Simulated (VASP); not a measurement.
ZnS: single point with r2SCAN

The system is ZnS.

```xyz
2
Lattice="0.0000 2.6942 2.6942 2.6942 0.0000 2.6942 2.6942 2.6942 0.0000" Properties=species:S:1:pos:R:3 pbc="T T T"
Zn    0.0000    0.0000    0.0000
S     4.0413    4.0413    4.0413
```

| Item | Value |
| --- | --- |
| Program | VASP 6.6.1 |
| Task | single point |
| Functional | r2SCAN |
| Potentials or basis | VASP PAW PBE potentials, release 64 (Zn, S) |
| Cutoff | 520 eV |
| k mesh | 8 × 8 × 8 |
| Occupations | gaussian, width 0.01 eV |
| Spin | no spin polarisation |

- Pressure: 0.1 GPa
- Band gap on the k mesh: 2.72 eV

Levels at points of the mesh, in eV from the valence-band top:
| k point | band 5 | band 6 | band 7 | band 8 | band 9 | band 10 | band 11 | band 12 | band 13 | band 14 |
| --- | --- | --- | --- | --- | --- | --- | --- | --- | --- | --- |
| (0.00, 0.00, 0.00) | -5.98 | -5.98 | 0.00 | 0.00 | 0.00 | 2.72 | 6.90 | 6.90 | 6.90 | 12.31 |
| (0.50, 0.00, 0.00) | -5.95 | -5.78 | -5.45 | -0.90 | -0.90 | 3.83 | 7.39 | 7.39 | 9.45 | 12.91 |
| (0.50, 0.50, 0.00) | -5.90 | -5.76 | -4.65 | -2.31 | -2.31 | 3.71 | 4.48 | 11.83 | 12.88 | 12.88 |

It took 80 s on 1 thread of Intel Xeon 6455B, with other jobs on the host, peak memory 0.17 GiB.

Caveat: the PAW data sets were made with another functional, which shifts forces and pressure a little.
